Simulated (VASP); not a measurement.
SrTiO3 (Tausonite):

```
CELL_PARAMETERS angstrom
3.93640 0.00000 0.00000
0.00000 3.93640 0.00000
0.00000 0.00000 3.93640
ATOMIC_POSITIONS crystal
Sr 0.50000 0.50000 0.50000
Ti 0.00000 0.00000 0.00000
O 0.50000 0.00000 0.00000
O 0.00000 0.50000 0.00000
O 0.00000 0.00000 0.50000
```

```yaml
Program: VASP 6.6.1
Task: relaxation of cell and atoms
Functional: PBE
Dispersion: D3(BJ)
Potentials_or_basis: VASP PAW PBE potentials, release 64 (Sr_sv, Ti_sv, O)
Cutoff: 600 eV
k_mesh: 8 × 8 × 8
Occupations: gaussian, width 0.02 eV
Spin: no spin polarisation
```

At the start: pressure -3.1 GPa; volume 12.20 Å³/atom.

Problem. How do energy, volume and symmetry change on relaxing?

Solution. Over 3 steps the energy falls by 2.1 meV/atom and the volume is 11.98 Å³/atom (-1.8 %); space group Pm-3m (No. 221, to 0.05 Å).

Step by step:
```csv
step,energy change (eV),largest force (eV/Å),pressure (GPa),volume (Å³)
1,0.0000,0.0000,-3.13,61.00
2,-0.0010,0.0000,3.08,58.92
3,-0.0104,0.0000,-0.02,59.92
```

Final structure:
```
Sr Ti O
1.0
     3.91324    0.00000    0.00000
     0.00000    3.91324    0.00000
     0.00000    0.00000    3.91324
Sr Ti O
1 1 3
Direct
  0.50000 0.50000 0.50000
  0.00000 0.00000 0.00000
  0.50000 0.00000 0.00000
  0.00000 0.50000 0.00000
  0.00000 0.00000 0.50000
```
